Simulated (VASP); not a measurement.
Wanted: the native input for a VASP 6.6.1 run.

```yaml
Task: single point
Functional: PBEsol
Potentials_or_basis: VASP PAW PBE potentials, release 64 (Co)
Cutoff: 520 eV
k_mesh: 17 × 17 × 5
Occupations: fermi-dirac, width 0.1 eV
Spin: no spin polarisation
Dipole_correction: no
Further_INCAR_settings: ALGO = Normal; EDIFF = 1e-07; NBANDS = 26
```

The structure of Co lies in POSCAR:

```
Co
1.0
    2.4462291186      0.0000000000      0.0000000000
   -1.2231145593      2.1184965601      0.0000000000
    0.0000000000      0.0000000000      7.9628537526
Co
4
Direct
    1.0000000000      1.0000000000      1.0000000000
    1.0000000000      1.0000000000      0.5000000000
    0.3333333333      0.6666666667      0.2500000000
    0.6666666667      0.3333333333      0.7500000000
```

This cell differs from its parent crystal: volume scaled by 1.04.

These files were run (other wordings do the same):

INCAR

```
SYSTEM = Co
  ALGO = Normal
  EDIFF = 1E-7
  ENCUT = 520
  GGA = PS
  ISIF = 2
  ISMEAR = -1
  LASPH = .True.
  LCHARG = .False.
  LREAL = .False.
  LWAVE = .False.
  NBANDS = 26
  NELM = 100
  PREC = Accurate
  SIGMA = 0.1
```

KPOINTS

```
k-points
0
Gamma
  17 17 5
  0 0 0
```

Potentials or basis: VASP PAW PBE potentials, release 64 (Co).

Launch:

```console
$ cat potpaw_PBE.64/Co/POTCAR > POTCAR
$ mpirun -np 1 vasp_std > vasp.out
```

Results of the run:

```
Pressure               : -11.0 GPa
Band gap on the k mesh : zero (band 18 reaches 11.09 eV, above the bottom of band 19 at 10.08 eV)
```

Caveat: the PAW data sets were made with another functional, which shifts forces and pressure a little; the run has no spin polarisation, though such a crystal can be magnetic.

It took 42 s on 1 thread of Intel(R) Xeon(R) 6975P-C (Granite Rapids), with other jobs on the host, peak memory 0.2 GiB.
